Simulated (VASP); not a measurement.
Crystal: BaS.

```
CELL_PARAMETERS angstrom
5.16601 0.00000 0.00000
0.00000 5.16601 0.00000
0.00000 0.00000 6.50961
ATOMIC_POSITIONS crystal
Ba 0.50000 0.00000 0.23680
Ba 0.00000 0.50000 0.76320
S 0.00000 0.00000 0.00000
S 0.50000 0.50000 0.00000
```

| Property | Result |
| --- | --- |
| Program | VASP 6.6.1 |
| Task | relaxation of cell and atoms |
| Functional | PBEsol |
| Potentials or basis | VASP PAW PBE potentials, release 64 (Ba_sv, S) |
| Cutoff | 600 eV |
| k mesh | 6 × 6 × 6 |
| Occupations | gaussian, width 0.05 eV |
| Spin | no spin polarisation |

At the start: pressure -0.7 GPa; volume 43.43 Å³/atom.

**Question.** Where does the relaxation end?

**Answer.** Over 26 steps the energy falls by 476.6 meV/atom and the volume is 27.77 Å³/atom (-36.1 %); space group P4/nmm (No. 129, to 0.1 Å) before and after.

Step by step:
```tsv
step	energy change (eV)	largest force (eV/Å)	pressure (GPa)	volume (Å³)
1	0.0000	1.1982	-0.70	173.73
2	-0.4432	0.5240	0.39	168.59
3	-0.8756	0.4513	2.06	157.94
4	-0.6472	1.2477	3.69	129.76
5	-1.0457	0.7419	2.19	149.84
6	-1.0103	0.0669	-3.06	163.75
7	-1.1574	0.3520	-0.63	156.39
8	-1.1574	0.3614	-0.56	156.19
9	-1.1928	0.4011	-0.56	153.03
10	-1.2950	0.5391	-0.45	143.60
11	-1.3618	0.8362	0.63	124.98
12	-1.3739	0.7877	0.31	128.73
13	-1.3958	0.7848	0.34	127.64
14	-1.4572	0.7727	0.48	124.42
15	-1.5508	0.7294	1.01	118.10
16	-1.5178	0.5456	3.82	105.98
17	-1.5732	0.6846	2.00	112.57
18	-1.6696	0.5591	1.63	112.29
19	-1.8582	0.2083	0.70	111.40
20	-1.8545	0.0466	0.13	109.42
21	-1.9013	0.0378	0.12	110.26
22	-1.9056	0.0092	0.22	110.64
23	-1.9058	0.0030	0.19	110.56
24	-1.9061	0.0063	0.03	110.94
25	-1.9062	0.0074	-0.02	111.07
26	-1.9062	0.0081	-0.02	111.09
```

Final structure:
```
Ba S
1.0
     5.38307    0.00000    0.00000
     0.00000    5.38307    0.00000
     0.00000    0.00000    3.83354
Ba S
2 2
Direct
  0.50000 0.00000 0.42965
  0.00000 0.50000 0.57035
  0.00000 0.00000 0.00000
  0.50000 0.50000 0.00000
```

Caveat: the volume moved by over 15 % at a fixed basis, so the end points are rough; the PAW data sets were made with another functional, which shifts forces and pressure a little.
